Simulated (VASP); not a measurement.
Wanted: the native input for a VASP 6.6.1 run.

```
Task                   : single point
Functional             : LDA
Potentials or basis    : VASP PAW LDA potentials, release 64 (Ta_pv, N)
Cutoff                 : 520 eV
k mesh                 : 10 × 10 × 9
Occupations            : fermi-dirac, width 0.05 eV
Spin                   : no spin polarisation
Dipole correction      : no
Further INCAR settings : ALGO = Normal; EDIFF = 1e-07; NBANDS = 15
```

The structure of TaN lies in POSCAR:

```
TaN
1.0
    2.9766623284      0.0000000000      0.0000000000
   -1.4883311642      2.5778651949      0.0000000000
    0.0000000000      0.0000000000      2.9209385612
Ta N
1 1
Direct
    0.0000000000      0.0000000000      0.5000000000
    0.6666666667      0.3333333333      0.0000000000
```

These files were run (other wordings do the same):

INCAR

```
PREC = Accurate ; ENCUT = 520
EDIFF = 1E-7 ; ISMEAR = -1
SIGMA = 0.05 ; LREAL = F
LASPH = T ; NELM = 100
ALGO = Normal ; ISIF = 2
LWAVE = F ; LCHARG = F
GGA = CA ; NBANDS = 15
```

KPOINTS

```
regular mesh
0
Gamma
  10 10 9
```

Potentials or basis: VASP PAW LDA potentials, release 64 (Ta_pv, N).

The run is started by

```console
$ cat potpaw_LDA.64/Ta_pv/POTCAR potpaw_LDA.64/N/POTCAR > POTCAR
$ mpirun -np 1 vasp_std > vasp.out
```

Results of the run:

```yaml
Pressure: -22.0 GPa
Band_gap_on_the_k_mesh: zero (band 8 reaches 7.88 eV, above the bottom of band 9 at 7.61 eV)
```

Caveat: spin-orbit coupling is left out, which moves the levels of the heavy elements.

Run time: 8.8 s on 1 thread of Intel(R) Xeon(R) Platinum 8488C (Sapphire Rapids) (shared host), peak memory 0.14 GiB.
